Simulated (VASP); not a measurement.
Wanted: the native input for a VASP 6.6.1 run.

```yaml
Task: relaxation of cell and atoms
Functional: LDA
Potentials_or_basis: VASP PAW LDA potentials, release 64 (Pb_d, Se)
Cutoff: 600 eV
k_mesh: 14 × 14 × 14
Occupations: fermi-dirac, width 0.05 eV
Spin: no spin polarisation
Target_pressure: 4 GPa
Dipole_correction: no
Further_INCAR_settings: ALGO = Normal; EDIFF = 1e-06; IBRION = 2; EDIFFG = -0.002; NSW = 100; ISIF = 3
```

The structure of PbSe lies in POSCAR:

```
PbSe
1.0
    0.0000000000      3.0209121864      3.0209121864
    3.0209121864      0.0000000000      3.0209121864
    3.0209121864      3.0209121864      0.0000000000
Pb Se
1 1
Direct
    0.0000000000      0.0000000000      0.0000000000
    0.5000000000      0.5000000000      0.5000000000
```

One way to write it, as run:

INCAR

```
PREC = Accurate
ENCUT = 600
EDIFF = 1E-6
ISMEAR = -1
SIGMA = 0.05
LREAL = False
LASPH = True
NELM = 80
ALGO = Normal
ISIF = 3
LWAVE = False
LCHARG = False
IBRION = 2
NSW = 100
EDIFFG = -0.002
PSTRESS = 40.0
```

KPOINTS

```
regular mesh
0
Gamma
  14 14 14
```

Potentials or basis: VASP PAW LDA potentials, release 64 (Pb_d, Se).

Run with:

```bash
$ cat potpaw_LDA.64/Pb_d/POTCAR potpaw_LDA.64/Se/POTCAR > POTCAR
$ mpirun -np 1 vasp_std > vasp.out
```

Results of the run:

```yaml
Relaxed_volume: 26.03 Å³/atom
Relaxed_cell: a = 4.191 Å, b = 4.191 Å, c = 4.191 Å, α = 60.00°, β = 60.00°, γ = 60.00°
Space_group_after_relaxing_to_0.05_Å: Fm-3m (No. 225)
Energy_change_on_relaxing_the_enthalpy_is_what_falls: +19.1 meV/atom
Ionic_steps: 8
Pressure_after_relaxing: 4.0 GPa
Band_gap_on_the_k_mesh: 0.20 eV, direct
```

Caveat: the cell is relaxed towards a set pressure, so the enthalpy falls and the energy may rise; spin-orbit coupling is left out, which moves the levels of the heavy elements.

It took 2.1 min on 1 thread of Intel(R) Xeon(R) 6975P-C (Granite Rapids), on a shared host, peak memory 0.25 GiB.
